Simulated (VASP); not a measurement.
Write the native input for VASP 6.6.1 that does the following.

- Task: single point
- Functional: r2SCAN
- Potentials or basis: VASP PAW PBE potentials, release 64 (P)
- Cutoff: 520 eV
- k mesh: 9 × 9 × 7
- Occupations: fermi-dirac, width 0.05 eV
- Spin: no spin polarisation
- Dipole correction: no
- Further INCAR settings: ALGO = Normal; EDIFF = 1e-07; NBANDS = 18

P:

```
P
1.0
     1.69681   -5.64129    0.00000
     1.69681    5.64129    0.00000
     0.00000    0.00000    4.66505
P
4
Cartesian
  1.6968 4.5637 4.2536
  1.6968 -1.0776 2.7439
  1.6968 -4.5637 0.4114
  1.6968 1.0776 1.9211
```

These files were run (other wordings do the same):

POSCAR

```
P
1.0
    1.6968104879     -5.6412857141      0.0000000000
    1.6968104879      5.6412857141      0.0000000000
    0.0000000000      0.0000000000      4.6650481683
P
4
Direct
    0.0955109139      0.9044890861      0.9118095334
    0.5955109139      0.4044890861      0.5881904666
    0.9044890861      0.0955109139      0.0881904666
    0.4044890861      0.5955109139      0.4118095334
```

INCAR.step1

```
PREC = Accurate
ENCUT = 520
ISMEAR = -1
SIGMA = 0.05
LREAL = F
LASPH = T
NELM = 60
NBANDS = 18
GGA = PE
ALGO = Normal
EDIFF = 1E-4
LWAVE = T
LCHARG = F
```

INCAR.step2

```
PREC = Accurate
ENCUT = 520
EDIFF = 1E-7
ISMEAR = -1
SIGMA = 0.05
LREAL = F
LASPH = T
NELM = 60
ALGO = Normal
ISIF = 2
LWAVE = F
LCHARG = F
METAGGA = R2SCAN
LMIXTAU = T
NBANDS = 18
ISTART = 1
```

KPOINTS

```
regular mesh
0
Gamma
  9 9 7
```

Potentials or basis: VASP PAW PBE potentials, release 64 (P).

The run is started by

```sh
$ cat potpaw_PBE.64/P/POTCAR > POTCAR
$ cp INCAR.step1 INCAR
$ mpirun -np 1 vasp_std > vasp.out
$ cp INCAR.step2 INCAR
$ mpirun -np 1 vasp_std > vasp.out
```

Results of the run:

* Pressure: -5.5 GPa
* Largest force: 0.645 eV/Å
* Band gap on the k mesh: 0.54 eV

Caveat: the cell stands under tension; the PAW data sets were made with another functional, which shifts forces and pressure a little; an odd mesh through Γ misses points on the zone boundary, where band edges can lie.

Run time: 17 min on 1 thread of Intel Xeon 8259CL, with other jobs on the host, peak memory 0.35 GiB.
